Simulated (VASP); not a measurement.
# CO2 in VASP: a series of runs

CO2 is run at these levels: PBE+D3(BJ); tasks: single point.

Program: VASP 6.6.1. These are calculated values, not measurements. Logs are shortened: lines on timing, memory, paths and dates and some standing lists are left out, and cuts for length are marked.

### 1 The cell of the first run

The cell holds an amorphous packing of atoms, 24 atoms: a = 8.082 Å, b = 8.082 Å, c = 8.082 Å, α = 90.00°, β = 90.00°, γ = 90.00°.

### 2 Single point, PBE+D3(BJ)

Input file INCAR:

```
SYSTEM = CO2
PREC = Accurate ; ENCUT = 520
EDIFF = 1E-6 ; ISMEAR = -1
SIGMA = 0.05 ; LREAL = Auto
LASPH = .True. ; NELM = 100
ALGO = Normal ; ISIF = 2
LWAVE = .False. ; LCHARG = .False.
GGA = PE ; IVDW = 12
NBANDS = 82
```

Input file KPOINTS:

```
regular mesh
0
Gamma
  1 1 1
  0 0 0
```

Input file POSCAR:

```
CO2
1.0
    8.0824800000      0.0000000000      0.0000000000
    0.0000000000      8.0824800000      0.0000000000
    0.0000000000      0.0000000000      8.0824800000
C O
8 16
Direct
    0.5900664153      0.8173728855      0.8989938732
    1.0042709663      0.4507279944      0.6114336194
    0.0238664370      0.2071022755      0.1880982075
    0.6273445774      0.1285743980      0.5978981699
    0.5574526630      0.5931347804      0.4185225327
    0.1016148509      0.8336302719      0.3914392612
    0.4503568212      0.3990854292     -0.0195237105
    0.0891186863      0.8283967297      0.8996619849
    0.6234720036      0.9335872158      0.9624397462
    0.5535305995      0.6973725886      0.8266274708
    0.9106239669      0.5225994992      0.5271401847
    1.1005656680      0.3738580238      0.6972612367
    0.1309375340      0.2068671992      0.2889459671
   -0.0598207481      0.2303995803      0.0703991844
    0.4906414863      0.0935603924      0.5863051935
    0.7690708792      0.1463907118      0.6249938138
    0.6085384684      0.7236392790      0.3693792004
    0.5175762885      0.4633726282      0.4713157348
    0.2007428413      0.8242767071      0.4906043690
    0.0097866002      0.8476606190      0.2758311805
    0.3674367273      0.4919034752      0.0539562115
    0.5265957973      0.2777117914     -0.0796042799
   -0.0294958973      0.7788822243      0.8243756867
    0.1850050974      0.8609238749      1.0001633162
```

Potentials or basis: VASP PAW PBE potentials, release 64 (C, O).

Launch:

```
$ cat potpaw_PBE.64/C/POTCAR potpaw_PBE.64/O/POTCAR > POTCAR
$ mpirun -np 1 vasp_gam > vasp.out
```

OUTCAR:

```text
SYSTEM = CO2
   PREC = Accurate
   ENCUT = 520
   EDIFF = 1E-6
   ISMEAR = -1
   LREAL = Auto
   LASPH = .True.
   NELM = 100
   ISIF = 2
   GGA = PE
   IVDW = 12
 IVDW          = 12

 ion  position               nearest neighbor table
   1  0.590  0.817  0.899-   9 1.10  10 1.17
   2  0.004  0.451  0.611-  11 1.17  12 1.21
   3  0.024  0.207  0.188-  14 1.18  13 1.19
   4  0.627  0.129  0.598-  15 1.14  16 1.18
   5  0.557  0.593  0.419-  18 1.18  17 1.20
   6  0.102  0.834  0.391-  19 1.14  20 1.20
   7  0.450  0.399  0.980-  21 1.17  22 1.26
   8  0.089  0.828  0.900-  24 1.15  23 1.20
   9  0.623  0.934  0.962-   1 1.10
  10  0.554  0.697  0.827-   1 1.17
  11  0.911  0.523  0.527-   2 1.17
  12  0.101  0.374  0.697-   2 1.21
  13  0.131  0.207  0.289-   3 1.19
  14  0.940  0.230  0.070-   3 1.18
[... 8 lines left out ...]
  23  0.971  0.779  0.824-   8 1.20
  24  0.185  0.861  0.000-   8 1.15

  LATTYP: Found a simple cubic cell.
 ALAT       =     8.0824800000

  Lattice vectors:

 A1 = (   8.0824800000,   0.0000000000,   0.0000000000)
 A2 = (   0.0000000000,   8.0824800000,   0.0000000000)
 A3 = (   0.0000000000,   0.0000000000,   8.0824800000)

Analysis of symmetry for initial positions (statically):
=====================================================================
 Subroutine PRICEL returns:
 Original cell was already a primitive cell.

 Routine SETGRP: Setting up the symmetry group for a
 simple cubic supercell.

 Subroutine GETGRP returns: Found  1 space group operations
 (whereof  1 operations were pure point group operations)
 out of a pool of 48 trial point group operations.

The static configuration has the point symmetry C_1 .

Analysis of symmetry for dynamics (positions and initial velocities):
=====================================================================
 Subroutine PRICEL returns:
 Original cell was already a primitive cell.

 Routine SETGRP: Setting up the symmetry group for a
 simple cubic supercell.

 Subroutine GETGRP returns: Found  1 space group operations
 (whereof  1 operations were pure point group operations)
 out of a pool of 48 trial point group operations.

The dynamic configuration has the point symmetry C_1 .

 Subroutine INISYM returns: Found  1 space group operations
 (whereof  1 operations are pure point group operations),
 and found     1 'primitive' translations

----------------------------------------------------------------------------------------

                                     Primitive cell

  volume of cell :     528.0000

  direct lattice vectors                    reciprocal lattice vectors
     8.082480000  0.000000000  0.000000000     0.123724401  0.000000000  0.000000000
     0.000000000  8.082480000  0.000000000     0.000000000  0.123724401  0.000000000
     0.000000000  0.000000000  8.082480000     0.000000000  0.000000000  0.123724401

  length of vectors
     8.082480000  8.082480000  8.082480000     0.123724401  0.123724401  0.123724401

  position of ions in fractional coordinates (direct lattice)
     0.590066415  0.817372885  0.898993873
     0.004270966  0.450727994  0.611433619
     0.023866437  0.207102275  0.188098207
     0.627344577  0.128574398  0.597898170
     0.557452663  0.593134780  0.418522533
     0.101614851  0.833630272  0.391439261
[... 16 lines left out ...]
     0.970504103  0.778882224  0.824375687
     0.185005097  0.860923875  0.000163316

  ion indices of the primitive-cell ions
   primitive index   ion index
                 1           1
                 2           2
                 3           3
                 4           4
                 5           5
                 6           6
[... 16 lines left out ...]
                23          23
                24          24

----------------------------------------------------------------------------------------

 KPOINTS: regular mesh

Automatic generation of k-mesh.
 Grid dimensions read from file:
 generate k-points for:    1    1    1

 Generating k-lattice:

  Cartesian coordinates                     Fractional coordinates (reciprocal lattice)
     0.123724401  0.000000000  0.000000000     1.000000000  0.000000000  0.000000000
     0.000000000  0.123724401  0.000000000     0.000000000  1.000000000  0.000000000
     0.000000000  0.000000000  0.123724401     0.000000000  0.000000000  1.000000000

  Length of vectors
     0.123724401  0.123724401  0.123724401

  Shift w.r.t. Gamma in fractional coordinates (k-lattice)
     0.000000000  0.000000000  0.000000000

 Subroutine IBZKPT returns following result:
 ===========================================

 Found      1 irreducible k-points:

 Following reciprocal coordinates:
            Coordinates               Weight
  0.000000  0.000000  0.000000      1.000000
   k-points           NKPTS =      1   k-points in BZ     NKDIM =      1   number of bands    NBANDS=     82
   number of dos      NEDOS =    301   number of ions     NIONS =     24
   total plane-waves  NPLWV = 216000
   dimension x,y,z NGX =    60 NGY =   60 NGZ =   60
   dimension x,y,z NGXF=   120 NGYF=  120 NGZF=  120
   ions per type =               8  16
   NGX,Y,Z   is equivalent  to a cutoff of  12.34, 12.34, 12.34 a.u.
   NGXF,Y,Z  is equivalent  to a cutoff of  24.68, 24.68, 24.68 a.u.
 SYSTEM =  CO2
   PREC   = accura    normal or accurate (medium, high low for compatibility)
   ISTART =      0    job   : 0-new  1-cont  2-samecut
   ICHARG =      2    charge: 1-file 2-atom 10-const
   ISPIN  =      1    spin polarized calculation?
   LNONCOLLINEAR =      F non collinear calculations
   LSORBIT =      F    spin-orbit coupling
   LASPH  =      T    aspherical Exc in radial PAW
   ENCUT  =  520.0 eV  38.22 Ry    6.18 a.u.  15.03 15.03 15.03*2*pi/ulx,y,z
   NELM   =    100;   NELMIN=  2; NELMDL= -5     # of ELM steps
   EDIFF  = 0.1E-05   stopping-criterion for ELM
   LREAL  =      T    real-space projection
   EDIFFG = 0.1E-04   stopping-criterion for IOM
   NSW    =      0    number of steps for IOM
   IBRION =     -1    ionic relax: 0-MD 1-quasi-New 2-CG
   NFREE  =      0    steps in history (QN), initial steepest desc. (CG)
   ISIF   =      2    stress and relaxation
   ISYM   =      2    0-nonsym 1-usesym 2-fastsym
   POTIM  = 0.5000    time-step for ionic-motion
   TEBEG  =    0.0;   TEEND  =   0.0 temperature during run
   PSTRESS=    0.0 pullay stress
   NELECT =     128.0000    total number of electrons
   NUPDOWN=      -1.0000    fix difference up-down
   EMIN   =  10.00;   EMAX   =-10.00  energy-range for DOS
   EFERMI =   0.00;   METHOD = LEGACY
   ISMEAR =    -1;   SIGMA  =   0.05  broadening in eV -4-tet -1-fermi 0-gaus
   EFERMI_NEDOS =   21; number of points for ismear=-14 and -15
   IALGO  =     38    algorithm
   IMIX   =      4    mixing-type and parameters
     AMIX     =   0.40;   BMIX     =  1.00
     AMIX_MAG =   1.60;   BMIX_MAG =  1.00
  volume/ion in A,a.u.               =      22.00       148.46
  Fermi-wavevector in a.u.,A,eV,Ry     =   1.020783  1.929001 14.177248  1.041998
  Thomas-Fermi vector in A             =   2.154372
   LORBIT       =      0    0 simple, 1 ext, 2 COOP (PROOUT), +10 PAW based schemes
   GGA     = PE    functional components
   LHFCALC =     F    Hartree Fock is set to
   AEXX    =    0.0000 exact exchange contribution
   IVDW    =    12    specifies the selected vdW correction
   LEPSILON=     F    determine dielectric tensor
   LRPA    =     F    only Hartree local field effects (RPA)
 non-spin polarized calculation
  energy-cutoff  :      520.00
  volume of cell :      528.00
 maximum number of plane-waves:      7074
   NGX = 31   NGY = 31   NGZ = 31

 number of electron     127.9999990 magnetization

 Free energy of the ion-electron system (eV)
  ---------------------------------------------------
  ext. energy  EPLUGINS =         0.00000000
  ---------------------------------------------------
  free energy    TOTEN  =      -182.71686706 eV

  energy without entropy =     -182.71686706  energy(sigma->0) =     -182.71686706

 E-fermi :  -4.0391     XC(G=0):  -6.1659

 val. band max:       -5.3050439743   @ k =   0.0000   0.0000   0.0000
 cond. band min:       0.6991798051   @ k =   0.0000   0.0000   0.0000
 fundamental gap:      6.0042237795
 Fermi energy:        -4.0390548225

 k-point     1 :       0.0000    0.0000    0.0000
  band No.  band energies     occupation
      1     -26.4923      2.00000
      2     -26.2202      2.00000
      3     -26.0463      2.00000
      4     -25.7710      2.00000
      5     -25.7330      2.00000
      6     -25.6777      2.00000
[... 68 lines left out ...]
     75       2.7006      0.00000
     76       2.7473      0.00000
 [bands above 76 left out]

------------------------ aborting loop because EDIFF is reached ----------------------------------------

 Edisp (eV)   -1.04174

 E8    (eV) :    -0.2573

  FORCE on cell =-STRESS in cart. coord.  units (eV):
  Direction    XX          YY          ZZ          XY          YZ          ZX
  --------------------------------------------------------------------------------------
  -------------------------------------------------------------------------------------
  Total       1.17955    -0.08071     0.32684     6.09484     4.55614     2.90060
  in kB       3.57927    -0.24490     0.99177    18.49435    13.82528     8.80165
  external pressure =        1.44 kB  Pullay stress =        0.00 kB

 VOLUME and BASIS-vectors are now :
 -----------------------------------------------------------------------------
  energy-cutoff  :      520.00
  volume of cell :      528.00
      direct lattice vectors                 reciprocal lattice vectors
     8.082480000  0.000000000  0.000000000     0.123724401  0.000000000  0.000000000
     0.000000000  8.082480000  0.000000000     0.000000000  0.123724401  0.000000000
     0.000000000  0.000000000  8.082480000     0.000000000  0.000000000  0.123724401

 POSITION                                       TOTAL-FORCE (eV/Angst)
 -----------------------------------------------------------------------------------
      4.76920      6.60640      7.26610        -1.835698     -6.135995     -3.668153
      0.03452      3.64300      4.94190         2.238755     -2.045034      2.060423
      0.19290      1.67390      1.52030         1.442987      1.184765     -0.732662
      5.07050      1.03920      4.83250         2.653598     -0.146858      1.006724
      4.50560      4.79400      3.38270         1.208294      1.663101     -0.332506
      0.82130      6.73780      3.16380        -3.492291      0.707358     -4.867512
[... 16 lines left out ...]
      7.84408      6.29530      6.66300         1.891622      0.955523      0.239897
      1.49530      6.95840      0.00132         2.258652      1.000425      0.685483
 -----------------------------------------------------------------------------------
    total drift:                                0.010211     -0.022826     -0.019340

  FREE ENERGIE OF THE ION-ELECTRON SYSTEM (eV)
  ---------------------------------------------------
  free  energy   TOTEN  =      -183.7586097407 eV

  energy  without entropy=     -183.7586097406  energy(sigma->0) =     -183.75860974
```

It took 52 s on 1 thread of Intel Xeon Platinum 8488C (Sapphire Rapids), shared host; peak memory 0.46 GiB.

What came out:

* Free energy: -183.7586 eV
* Pressure: 0.1 GPa
* Largest force: 8.691 eV/Å
* Band gap on the k mesh: 6.00 eV
* Dispersion energy per atom: -0.043 eV

Forces on the atoms (eV/Å):
```
C   -1.836 -6.136 -3.668
C    2.239 -2.045  2.060
C    1.443  1.185 -0.733
C    2.654 -0.147  1.007
C    1.208  1.663 -0.333
C   -3.492  0.707 -4.868
C    2.516 -5.630 -1.787
C   -3.986 -1.921 -1.186
O    2.173  7.268  4.242
O   -0.258 -1.135 -0.624
O   -0.106  0.182 -0.201
O   -2.050  1.814 -1.829
O   -1.089 -0.476 -0.034
O   -0.344 -0.634  0.766
O   -3.268 -0.448 -0.698
O    0.606  0.539 -0.376
O   -1.013 -1.823  0.554
O   -0.227  0.224 -0.217
O    2.758 -0.469  3.334
O    0.558 -0.310  1.780
O   -0.118  0.723  0.036
O   -2.517  4.913  1.849
O    1.892  0.956  0.240
O    2.259  1.000  0.685
```

Stress tensor (GPa, compression positive):
```
 0.36  1.85  0.88
 1.85 -0.02  1.38
 0.88  1.38  0.10
```

Levels at points of the mesh, in eV from the valence-band top:
```
           k point  band 60  band 61  band 62  band 63  band 64  band 65  band 66  band 67  band 68  band 69
(0.00, 0.00, 0.00)    -0.17    -0.10    -0.06    -0.05     0.00     6.00     6.86     6.95     7.28     7.57
```

Caveat: the k points lie up to 0.78 Å⁻¹ apart.

### 3 Single point, PBE+D3(BJ)

Input file INCAR:

```
ALGO     = Normal         # electronic algorithm
EDIFF    = 1E-6           # SCF threshold, eV
ENCUT    = 520            # plane-wave cutoff, eV
GGA      = PE             # functional
ISIF     = 2              # what is computed and relaxed
ISMEAR   = -1             # smearing method
IVDW     = 12             # dispersion correction
LASPH    = True           # aspherical terms in the spheres
LCHARG   = False          # write CHGCAR
LREAL    = Auto         
LWAVE    = False          # write WAVECAR
NBANDS   = 82             # bands
NELM     = 60             # most SCF steps
PREC     = Accurate       # precision mode
SIGMA    = 0.05           # smearing width, eV
```

Input file KPOINTS:

```
k-points
0
Gamma
  1 1 1
```

Input file POSCAR:

```
CO2
1.0
    8.0824800000      0.0000000000      0.0000000000
    0.0000000000      8.0824800000      0.0000000000
    0.0000000000      0.0000000000      8.0824800000
C O
8 16
Direct
    0.5844616999      0.8148241629      0.8798660807
    0.9984188021      0.4615043897      0.6102334927
    0.0521498352      0.2295211371      0.1726450297
    0.6188447110      0.1058585979      0.6085137235
    0.5778548168      0.5831502212      0.4211702349
    0.1159916263      0.8362779741      0.3960789263
    0.4545510784      0.3838673278      0.0101577734
    0.0527313399      0.7907845117      0.9319045639
    0.6157763459      0.9356162960      0.9371999683
    0.5502147856      0.6926710614      0.8159253101
    0.8982638992      0.5245172274      0.5249378904
    1.0993779137      0.3906721699      0.6888232325
    0.1380888044      0.1681167167      0.2739753145
   -0.0635077352      0.2594129525      0.0927561837
    0.4854821787      0.0727004583      0.5750462729
    0.7562159139      0.1523047381      0.6303634528
    0.5966856707      0.7163519118      0.3519340598
    0.5199517970      0.4574214845      0.4717858875
    0.1978229454      0.8229899734      0.5131593273
    0.0210950104      0.8343973632      0.2884634419
    0.4052592769      0.5149162138      0.0669967634
    0.5371742337      0.2770931694     -0.0588804426
   -0.0426601736      0.8184616603      0.8205897200
    0.1535172373      0.7779542913      1.0283477349
```

Potentials or basis: VASP PAW PBE potentials, release 64 (C, O).

Launch:

```
$ cat potpaw_PBE.64/C/POTCAR potpaw_PBE.64/O/POTCAR > POTCAR
$ mpirun -np 1 vasp_gam > vasp.out
```

Wall time 51 s (1 thread of Intel Xeon Platinum 8488C (Sapphire Rapids), shared host); peak memory 0.45 GiB.

Results (log left out):

```
Free energy                : -183.1608 eV
Pressure                   : 0.9 GPa
Largest force              : 8.045 eV/Å
Band gap on the k mesh     : 5.36 eV
Dispersion energy per atom : -0.043 eV
```

Forces on the atoms (eV/Å):
```
C   -1.107 -4.006 -2.043
C    0.338 -0.747  0.014
C   -0.313 -2.031  2.092
C    3.699  1.786  0.175
C   -1.889  2.247 -1.874
C   -0.719 -0.557  0.402
C    2.459  1.303 -1.048
C   -3.849  1.503 -5.178
O    1.858  6.955  3.592
O   -0.699 -3.021 -1.623
O    0.223  0.108  0.211
O   -0.474  0.592 -0.170
O    1.048  0.942 -0.438
O   -0.701  1.288 -1.653
O   -3.225 -1.192 -0.443
O   -0.383 -0.486  0.172
O    0.458 -3.149  1.968
O    1.345  0.951 -0.084
O    1.506  0.120  1.260
O   -1.203  0.435 -0.926
O    0.329 -3.743 -0.865
O   -2.897  2.365  2.052
O    0.902 -0.796  1.750
O    3.292 -0.868  2.659
```

Stress tensor (GPa, compression positive):
```
 1.46  1.45  2.32
 1.45 -0.13  1.32
 2.32  1.32  1.41
```

Levels at points of the mesh, in eV from the valence-band top:
```tsv
k point	band 61	band 62	band 63	band 64	band 65	band 66	band 67	band 68
(0.00, 0.00, 0.00)	-0.26	-0.22	-0.20	0.00	5.36	6.20	6.30	6.85
```

Caveat: the k points lie up to 0.78 Å⁻¹ apart.
